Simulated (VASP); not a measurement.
# Mg7ZnO8 in VASP: further runs

The runs below take Mg7ZnO8 through single point, with PBEsol, r2SCAN.

Program: VASP 6.6.1. These are calculated values, not measurements. Logs are shortened: lines on timing, memory, paths and dates and some standing lists are left out, and cuts for length are marked.

### Step 1. The cell of the first run

The typed cell holds 64 atoms: a = 8.442 Å, b = 8.442 Å, c = 8.442 Å, α = 90.00°, β = 90.00°, γ = 90.00°.

### Step 2. Single point, PBEsol

The input, INCAR:

```
ALGO = Normal
EDIFF = 1E-6
ENCUT = 520
GGA = PS
ISIF = 2
ISMEAR = -1
ISYM = 0
LASPH = T
LCHARG = F
LREAL = Auto
LWAVE = F
NBANDS = 186
NELM = 80
PREC = Accurate
SIGMA = 0.05
```

The input, KPOINTS:

```
Automatic mesh
0
Gamma
  1 1 1
  0.25 0.25 0.25
```

The input, POSCAR:

```
Mg7ZnO8
1.0
    8.4416700592      0.0000000000      0.0000000000
    0.0000000000      8.4416700592      0.0000000000
    0.0000000000      0.0000000000      8.4416700592
O Mg Zn
32 28 4
Direct
    0.2498960000      0.9995090000      0.9973950000
    0.2480860000      0.0016240000      0.5020210000
    0.2500880000      0.4996980000      0.0001090000
    0.2498960000      0.4969850000      0.4999170000
    0.7497760000      0.9994080000      0.0002140000
    0.7526480000      0.9997080000      0.5001140000
    0.7497720000      0.4997850000      0.0002010000
    0.7497720000      0.4997970000      0.4998260000
    0.0000880000      0.2494480000      0.0001870000
    0.0001100000      0.2494580000      0.4998390000
    0.0000260000      0.7497670000      0.0000970000
    0.9973050000      0.7495900000      0.4999150000
    0.4997540000      0.2494520000      0.0002090000
    0.5000260000      0.2523390000      0.5001150000
    0.4998200000      0.7495790000      0.9974000000
    0.5019390000      0.7477780000      0.5020200000
    0.9972940000      0.9994910000      0.2499930000
    0.0001070000      0.9994330000      0.7498600000
    0.0000250000      0.4997040000      0.2501810000
    0.0000960000      0.4997780000      0.7498580000
    0.5019330000      0.0016100000      0.2481760000
    0.5000280000      0.9997030000      0.7527560000
    0.4998110000      0.4969820000      0.2499960000
    0.4997400000      0.4998060000      0.7498670000
    0.2500480000      0.2522020000      0.2501450000
    0.2501410000      0.2494750000      0.7498850000
    0.2477350000      0.7474180000      0.2478260000
    0.2500640000      0.7497530000      0.7526110000
    0.7497980000      0.2494680000      0.2502230000
    0.7498340000      0.2495230000      0.7499350000
    0.7525310000      0.7497260000      0.2501500000
    0.7497910000      0.7498170000      0.7498760000
    0.0000770000      0.9994740000      0.0001890000
    0.0005280000      0.9992860000      0.4997030000
    0.0000600000      0.4997570000      0.0001810000
    0.0001050000      0.4997930000      0.4998670000
    0.4996320000      0.9993080000      0.0006050000
    0.4998000000      0.4997620000      0.0001860000
    0.4996070000      0.5002010000      0.4997040000
    0.2500630000      0.2494280000      0.0001730000
    0.2502930000      0.2490810000      0.4997130000
    0.2502250000      0.7499010000      0.0005380000
    0.7497930000      0.2494560000      0.0001950000
    0.7498300000      0.2494910000      0.4999540000
    0.7497550000      0.7497400000      0.0001990000
    0.7493950000      0.7499660000      0.4997140000
    0.2502890000      0.9992940000      0.7494940000
    0.2502210000      0.5001160000      0.2502990000
    0.2500530000      0.4998160000      0.7498430000
    0.7493770000      0.9993010000      0.2504100000
    0.7498130000      0.9995380000      0.7498740000
    0.7497740000      0.4997710000      0.2501520000
    0.7497870000      0.4998100000      0.7498700000
    0.0001210000      0.2494060000      0.2501390000
    0.0001240000      0.2494780000      0.7498690000
    0.0004490000      0.7499220000      0.2503040000
    0.0001090000      0.7497430000      0.7498430000
    0.4996300000      0.2490630000      0.2504030000
    0.4998560000      0.2494940000      0.7498860000
    0.4996150000      0.7499830000      0.7494940000
    0.5003760000      0.0000510000      0.5004980000
    0.2495990000      0.7492880000      0.5002680000
    0.2496260000      0.9999110000      0.2496560000
    0.5002710000      0.7492300000      0.2496640000
```

Potentials or basis: VASP PAW PBE potentials, release 64 (O, Mg, Zn).

Launch:

```sh
$ cat potpaw_PBE.64/O/POTCAR potpaw_PBE.64/Mg/POTCAR potpaw_PBE.64/Zn/POTCAR > POTCAR
$ mpirun -np 1 vasp_std > vasp.out
```

OUTCAR:

```text
EDIFF = 1E-6
   ENCUT = 520
   GGA = PS
   ISIF = 2
   ISMEAR = -1
   ISYM = 0
   LASPH = T
   LREAL = Auto
   NELM = 80
   PREC = Accurate

 ion  position               nearest neighbor table
   1  0.250  1.000  0.997-  47 2.09  42 2.11  37 2.11  33 2.11  40 2.11  63 2.13
   2  0.248  0.002  0.502-  41 2.09  47 2.09  34 2.09  61 2.13  62 2.13  63 2.13
   3  0.250  0.500  0.000-  38 2.11  35 2.11  48 2.11  42 2.11  49 2.11  40 2.11
   4  0.250  0.497  0.500-  41 2.09  48 2.11  39 2.11  36 2.11  49 2.11  62 2.13
   5  0.750  0.999  0.000-  45 2.11  43 2.11  37 2.11  50 2.11  33 2.11  51 2.11
   6  0.753  1.000  0.500-  34 2.09  50 2.11  46 2.11  51 2.11  44 2.11  61 2.13
[... 76 lines left out ...]
  58  0.500  0.249  0.250-  21 2.09  23 2.09  25 2.11  14 2.11  29 2.11  13 2.11  41 2.98  61 2.98
                            63 2.98  50 2.98  37 2.98  44 2.98  40 2.98  43 2.99  39 2.99  48 2.99
  59  0.500  0.249  0.750-  26 2.11  14 2.11  22 2.11  30 2.11  24 2.11  13 2.11  61 2.98  41 2.98
                            47 2.98  44 2.98  51 2.98  40 2.99  49 2.99  43 2.99  53 2.99  38 2.99
  60  0.500  0.750  0.749-  16 2.09  15 2.09  28 2.11  22 2.11  32 2.11  24 2.11  47 2.98  61 2.98
                            62 2.98  46 2.98  39 2.98  49 2.98  51 2.98  53 2.99  42 2.99  37 2.99
  61  0.500  0.000  0.500-  22 2.13   6 2.13  16 2.13  14 2.13   2 2.13  21 2.13  51 2.98  59 2.98
                            44 2.98  60 2.98  47 2.98  50 2.98  46 2.98  58 2.98  41 2.98  62 2.99
  62  0.250  0.749  0.500-  12 2.13   4 2.13  28 2.13   2 2.13  16 2.13  27 2.13  36 2.98  49 2.98
                            57 2.98  34 2.98  39 2.98  56 2.98  48 2.98  47 2.98  60 2.98  63 2.99
  63  0.250  1.000  0.250-   1 2.13  25 2.13  21 2.13  17 2.13   2 2.13  27 2.13  40 2.98  54 2.98
                            33 2.98  37 2.98  42 2.98  34 2.98  58 2.98  56 2.98  41 2.98  62 2.99
  64  0.500  0.749  0.250-  23 2.13  31 2.13  15 2.13  16 2.13  21 2.13  27 2.13  38 2.98  45 2.98
                            52 2.98  39 2.98  37 2.98  48 2.98  42 2.98  46 2.98  50 2.98  62 2.99

IMPORTANT INFORMATION: All symmetrisations will be switched off!
NOSYMM: (Re-)initialisation of all symmetry stuff for point group C_1.

----------------------------------------------------------------------------------------

                                     Primitive cell

  volume of cell :     601.5685

  direct lattice vectors                    reciprocal lattice vectors
     8.441670059  0.000000000  0.000000000     0.118459972  0.000000000  0.000000000
     0.000000000  8.441670059  0.000000000     0.000000000  0.118459972  0.000000000
     0.000000000  0.000000000  8.441670059     0.000000000  0.000000000  0.118459972

  length of vectors
     8.441670059  8.441670059  8.441670059     0.118459972  0.118459972  0.118459972

  position of ions in fractional coordinates (direct lattice)
     0.249896000  0.999509000  0.997395000
     0.248086000  0.001624000  0.502021000
     0.250088000  0.499698000  0.000109000
     0.249896000  0.496985000  0.499917000
     0.749776000  0.999408000  0.000214000
     0.752648000  0.999708000  0.500114000
[... 56 lines left out ...]
     0.249626000  0.999911000  0.249656000
     0.500271000  0.749230000  0.249664000

  ion indices of the primitive-cell ions
   primitive index   ion index
                 1           1
                 2           2
                 3           3
                 4           4
                 5           5
                 6           6
[... 56 lines left out ...]
                63          63
                64          64

----------------------------------------------------------------------------------------

 KPOINTS: Automatic mesh

Automatic generation of k-mesh.
 Grid dimensions read from file:
 generate k-points for:    1    1    1

 Generating k-lattice:

  Cartesian coordinates                     Fractional coordinates (reciprocal lattice)
     0.118459972  0.000000000  0.000000000     1.000000000  0.000000000  0.000000000
     0.000000000  0.118459972  0.000000000     0.000000000  1.000000000  0.000000000
     0.000000000  0.000000000  0.118459972     0.000000000  0.000000000  1.000000000

  Length of vectors
     0.118459972  0.118459972  0.118459972

  Shift w.r.t. Gamma in fractional coordinates (k-lattice)
     0.250000000  0.250000000  0.250000000

 Subroutine IBZKPT returns following result:
 ===========================================

 Found      4 irreducible k-points:

 Following reciprocal coordinates:
            Coordinates               Weight
  0.250000  0.250000  0.250000      2.000000
 -0.250000  0.250000  0.250000      2.000000
 -0.250000 -0.250000  0.250000      2.000000
  0.250000 -0.250000  0.250000      2.000000
   k-points           NKPTS =      4   k-points in BZ     NKDIM =      4   number of bands    NBANDS=    186
   number of dos      NEDOS =    301   number of ions     NIONS =     64
[... 27 lines left out ...]
   NELECT =     296.0000    total number of electrons
   NUPDOWN=      -1.0000    fix difference up-down
   EMIN   =  10.00;   EMAX   =-10.00  energy-range for DOS
   EFERMI =   0.00;   METHOD = LEGACY
   ISMEAR =    -1;   SIGMA  =   0.05  broadening in eV -4-tet -1-fermi 0-gaus
   EFERMI_NEDOS =   21; number of points for ismear=-14 and -15
   IALGO  =     38    algorithm
   IMIX   =      4    mixing-type and parameters
     AMIX     =   0.40;   BMIX     =  1.00
     AMIX_MAG =   1.60;   BMIX_MAG =  1.00
  volume/ion in A,a.u.               =       9.40        63.43
  Fermi-wavevector in a.u.,A,eV,Ry     =   1.292440  2.442357 22.727184  1.670401
  Thomas-Fermi vector in A             =   2.424148
   LORBIT       =      0    0 simple, 1 ext, 2 COOP (PROOUT), +10 PAW based schemes
   GGA     = PS    functional components
   LHFCALC =     F    Hartree Fock is set to
   AEXX    =    0.0000 exact exchange contribution
   IVDW    =     0    specifies the selected vdW correction
   LEPSILON=     F    determine dielectric tensor
   LRPA    =     F    only Hartree local field effects (RPA)
 non-spin polarized calculation
  energy-cutoff  :      520.00
  volume of cell :      601.57
 maximum number of plane-waves:     16206
 NGX is ok and might be reduce to    64
   NGX = 31   NGY = 31   NGZ = 31

 number of electron     295.9999998 magnetization

 Free energy of the ion-electron system (eV)
  ---------------------------------------------------
  ext. energy  EPLUGINS =         0.00000000
  ---------------------------------------------------
  free energy    TOTEN  =      -388.42891707 eV

  energy without entropy =     -388.42891707  energy(sigma->0) =     -388.42891707

 E-fermi :   4.3535     XC(G=0): -11.4684

 val. band max:        3.0601136124   @ k =   0.2500  -0.2500   0.2500
 cond. band min:       7.8011234163   @ k =  -0.2500   0.2500   0.2500
 fundamental gap:      4.7410098039
 Fermi energy:         4.3535482880

 k-point     1 :       0.2500    0.2500    0.2500
  band No.  band energies     occupation
      1     -14.2494      2.00000
      2     -13.8659      2.00000
      3     -13.8177      2.00000
      4     -13.8176      2.00000
      5     -13.5354      2.00000
      6     -13.4884      2.00000
[... 152 lines left out ...]
    159      11.0970      0.00000
    160      11.0971      0.00000

 k-point     2 :      -0.2500    0.2500    0.2500
  band No.  band energies     occupation
      1     -14.2494      2.00000
      2     -13.8657      2.00000
      3     -13.8179      2.00000
      4     -13.8176      2.00000
      5     -13.5352      2.00000
      6     -13.4884      2.00000
[... 152 lines left out ...]
    159      11.0955      0.00000
    160      11.0977      0.00000

 k-point     3 :      -0.2500   -0.2500    0.2500
  band No.  band energies     occupation
      1     -14.2494      2.00000
      2     -13.8656      2.00000
      3     -13.8179      2.00000
      4     -13.8177      2.00000
      5     -13.5351      2.00000
      6     -13.4885      2.00000
[... 152 lines left out ...]
    159      11.0956      0.00000
    160      11.0978      0.00000

 k-point     4 :       0.2500   -0.2500    0.2500
  band No.  band energies     occupation
      1     -14.2494      2.00000
      2     -13.8657      2.00000
      3     -13.8179      2.00000
      4     -13.8176      2.00000
      5     -13.5352      2.00000
      6     -13.4885      2.00000
[... 152 lines left out ...]
    159      11.0956      0.00000
    160      11.0977      0.00000
 [bands above 160 left out]

------------------------ aborting loop because EDIFF is reached ----------------------------------------

  FORCE on cell =-STRESS in cart. coord.  units (eV):
  Direction    XX          YY          ZZ          XY          YZ          ZX
  --------------------------------------------------------------------------------------
  -------------------------------------------------------------------------------------
  Total       -1.0478127     -1.0440259     -1.0468357      0.0068791      0.0115223      0.0067670
  in kB       -2.7906741     -2.7805884     -2.7880721      0.0183214      0.0306878      0.0180228
  external PRESSURE =      -2.7864449 kB  Pullay stress =       0.0000000 kB

 VOLUME and BASIS-vectors are now :
 -----------------------------------------------------------------------------
  energy-cutoff  :      520.00
  volume of cell :      601.57
      direct lattice vectors                 reciprocal lattice vectors
     8.441670059  0.000000000  0.000000000     0.118459972  0.000000000  0.000000000
     0.000000000  8.441670059  0.000000000     0.000000000  0.118459972  0.000000000
     0.000000000  0.000000000  8.441670059     0.000000000  0.000000000  0.118459972

 POSITION                                       TOTAL-FORCE (eV/Angst)
 -----------------------------------------------------------------------------------
      2.10954      8.43753      8.41968         0.007380      0.004529     -0.044704
      2.09426      0.01371      4.23790        -0.054131      0.042457      0.042084
      2.11116      4.21829      0.00092        -0.001002      0.003404     -0.000501
      2.10954      4.19538      4.22013         0.008002     -0.042514      0.006218
      6.32936      8.43667      0.00181        -0.000166     -0.000679     -0.000258
      6.35361      8.43921      4.22180         0.044743     -0.008012     -0.007004
[... 56 lines left out ...]
      2.10726      8.44092      2.10751        -0.007453      0.002709     -0.004912
      4.22312      6.32475      2.10758         0.001996     -0.004152     -0.005020
 -----------------------------------------------------------------------------------
    total drift:                                0.009208      0.029499     -0.000089

  FREE ENERGIE OF THE ION-ELECTRON SYSTEM (eV)
  ---------------------------------------------------
  free  energy   TOTEN  =      -388.4289170668 eV

  energy  without entropy=     -388.4289170667  energy(sigma->0) =     -388.42891707
```

Wall time 19 min (1 thread of Intel Xeon Platinum 8259CL at 2.50GHz (Skylake/Cascade Lake), shared host); peak memory 0.73 GiB.

Results:

```yaml
Free_energy: -388.4289 eV
Pressure: -0.3 GPa
Largest_force: 0.084 eV/Å
Band_gap_on_the_k_mesh: 4.74 eV
```

Forces in eV/Å, atoms in the order of the input:
```
O    0.007  0.005 -0.045
O   -0.054  0.042  0.042
O   -0.001  0.003 -0.001
O    0.008 -0.043  0.006
O    0.000 -0.001  0.000
O    0.045 -0.008 -0.007
O    0.001  0.001 -0.003
O    0.003  0.002  0.002
O    0.001 -0.001  0.000
O    0.000  0.002  0.000
O    0.000  0.002  0.001
O   -0.044  0.005  0.006
O   -0.001 -0.001  0.000
O   -0.007  0.045 -0.007
O    0.006  0.005 -0.045
O    0.043 -0.057  0.044
O   -0.043  0.006  0.007
O    0.000  0.001  0.001
O    0.000  0.003 -0.002
O   -0.001  0.003  0.001
O    0.042  0.043 -0.054
O   -0.008 -0.007  0.043
O    0.008 -0.044  0.007
O    0.003  0.001  0.002
O   -0.006  0.049 -0.008
O   -0.001  0.001 -0.001
O   -0.031 -0.031 -0.031
O   -0.007 -0.008  0.047
O   -0.001 -0.001  0.001
O    0.001  0.001 -0.001
O    0.048 -0.007 -0.007
O    0.001  0.002  0.001
Mg  -0.001 -0.001 -0.002
Mg  -0.001  0.001  0.000
Mg   0.002  0.000  0.000
Mg  -0.002 -0.004  0.000
Mg  -0.001 -0.001  0.000
Mg  -0.002 -0.002 -0.001
Mg   0.000 -0.001  0.000
Mg   0.000  0.001  0.000
Mg   0.000  0.001  0.002
Mg  -0.002 -0.002 -0.002
Mg  -0.001  0.000  0.001
Mg   0.001  0.002 -0.001
Mg   0.000  0.000 -0.001
Mg   0.002  0.000  0.002
Mg   0.000  0.003  0.001
Mg  -0.002 -0.002 -0.001
Mg   0.000 -0.003  0.000
Mg   0.002  0.002 -0.002
Mg   0.002 -0.001  0.004
Mg  -0.001 -0.001  0.000
Mg  -0.001 -0.001 -0.001
Mg  -0.002  0.002  0.001
Mg   0.000 -0.001  0.000
Mg  -0.003 -0.003 -0.002
Mg  -0.001 -0.001  0.000
Mg   0.002  0.003 -0.002
Mg   0.000  0.002  0.002
Mg   0.002 -0.001  0.001
Zn   0.004  0.004  0.003
Zn  -0.006 -0.006  0.006
Zn  -0.007  0.003 -0.005
Zn   0.002 -0.004 -0.005
```

Caveat: the PAW data sets were made with another functional, which shifts forces and pressure a little; a shifted mesh leaves out Γ, where band edges can lie. A k mesh can miss the band edges.

### Step 3. Single point, r2SCAN

POSCAR: that of step 2 with these lines changed.

```diff
@@ -2,5 +2,5 @@
 1.0
-    8.4416700592      0.0000000000      0.0000000000
-    0.0000000000      8.4416700592      0.0000000000
-    0.0000000000      0.0000000000      8.4416700592
+    8.4416700000      0.0000000000      0.0000000000
+    0.0000000000      8.4416700000      0.0000000000
+    0.0000000000      0.0000000000      8.4416700000
 O Mg Zn
```

The input, INCAR.step1:

```
SYSTEM = Mg7ZnO8
ALGO = Normal
EDIFF = 1E-4
ENCUT = 520
GGA = PE
ISMEAR = -1
ISYM = 0
LASPH = .TRUE.
LCHARG = .FALSE.
LREAL = Auto
LWAVE = .TRUE.
NBANDS = 186
NELM = 80
PREC = Accurate
SIGMA = 0.05
```

The input, INCAR.step2:

```
SYSTEM = Mg7ZnO8
ALGO = Normal
EDIFF = 1E-6
ENCUT = 520
ISIF = 2
ISMEAR = -1
ISTART = 1
ISYM = 0
LASPH = .TRUE.
LCHARG = .FALSE.
LMIXTAU = .TRUE.
LREAL = Auto
LWAVE = .FALSE.
METAGGA = R2SCAN
NBANDS = 186
NELM = 80
PREC = Accurate
SIGMA = 0.05
```

KPOINTS is that of step 2.

Potentials or basis: VASP PAW PBE potentials, release 64 (O, Mg, Zn).

Launch:

```sh
$ cat potpaw_PBE.64/O/POTCAR potpaw_PBE.64/Mg/POTCAR potpaw_PBE.64/Zn/POTCAR > POTCAR
$ cp INCAR.step1 INCAR
$ mpirun -np 1 vasp_std > vasp.out
$ cp INCAR.step2 INCAR
$ mpirun -np 1 vasp_std > vasp.out
```

It took 43 min on 1 thread of Intel Xeon Platinum 8259CL at 2.50GHz (Skylake/Cascade Lake), shared host; peak memory 0.8 GiB.

The run converged. Its results:

```yaml
Free_energy: -524.3498 eV
Pressure: -1.8 GPa
Largest_force: 0.159 eV/Å
Band_gap_on_the_k_mesh: 5.56 eV
```

Forces on the atoms (eV/Å):
```
O    0.008  0.006 -0.064
O   -0.098  0.085  0.085
O    0.000  0.003 -0.001
O    0.008 -0.064  0.007
O    0.001 -0.002 -0.001
O    0.064 -0.008 -0.007
O    0.000  0.003 -0.002
O    0.004  0.001  0.001
O    0.002 -0.002  0.001
O   -0.001  0.002 -0.001
O   -0.001  0.004  0.000
O   -0.064  0.005  0.007
O   -0.002  0.000 -0.001
O   -0.008  0.063 -0.008
O    0.007  0.005 -0.064
O    0.087 -0.102  0.087
O   -0.063  0.007  0.007
O   -0.001  0.000  0.002
O   -0.001  0.002 -0.001
O    0.000  0.004  0.000
O    0.085  0.086 -0.098
O   -0.008 -0.007  0.063
O    0.010 -0.065  0.007
O    0.002  0.000  0.003
O   -0.007  0.067 -0.009
O    0.000  0.002  0.000
O   -0.073 -0.074 -0.074
O   -0.008 -0.008  0.066
O    0.000  0.000  0.002
O    0.000  0.000 -0.002
O    0.067 -0.007 -0.008
O    0.002  0.003  0.002
Mg  -0.014 -0.002 -0.016
Mg  -0.026  0.017  0.015
Mg   0.004  0.002  0.001
Mg  -0.015 -0.016 -0.002
Mg   0.014  0.014 -0.024
Mg  -0.003 -0.014 -0.015
Mg   0.015 -0.026  0.015
Mg   0.002  0.016 -0.013
Mg  -0.015  0.023  0.016
Mg  -0.016 -0.015 -0.026
Mg  -0.002 -0.001  0.002
Mg   0.014  0.016 -0.003
Mg   0.015  0.002 -0.015
Mg   0.025 -0.013  0.016
Mg  -0.015  0.017  0.025
Mg  -0.016 -0.027 -0.015
Mg   0.002 -0.016  0.014
Mg   0.026  0.017 -0.017
Mg   0.015 -0.002  0.017
Mg   0.013 -0.014  0.002
Mg  -0.003  0.002 -0.002
Mg  -0.016  0.017  0.003
Mg   0.001 -0.002 -0.002
Mg  -0.026 -0.016 -0.016
Mg  -0.014  0.002  0.014
Mg   0.016  0.025 -0.017
Mg  -0.002  0.016  0.016
Mg   0.016 -0.014  0.025
Zn   0.011  0.007  0.011
Zn  -0.013 -0.017  0.012
Zn  -0.015  0.004 -0.012
Zn   0.007 -0.015 -0.011
```

Levels at points of the mesh, in eV from the valence-band top:
| k point | band 146 | band 147 | band 148 | band 149 | band 150 | band 151 |
| --- | --- | --- | --- | --- | --- | --- |
| (0.25, 0.25, 0.25) | -0.20 | 0.00 | 0.00 | 5.56 | 6.96 | 7.28 |

Caveat: the PAW data sets were made with another functional, which shifts forces and pressure a little; a shifted mesh leaves out Γ, where band edges can lie.
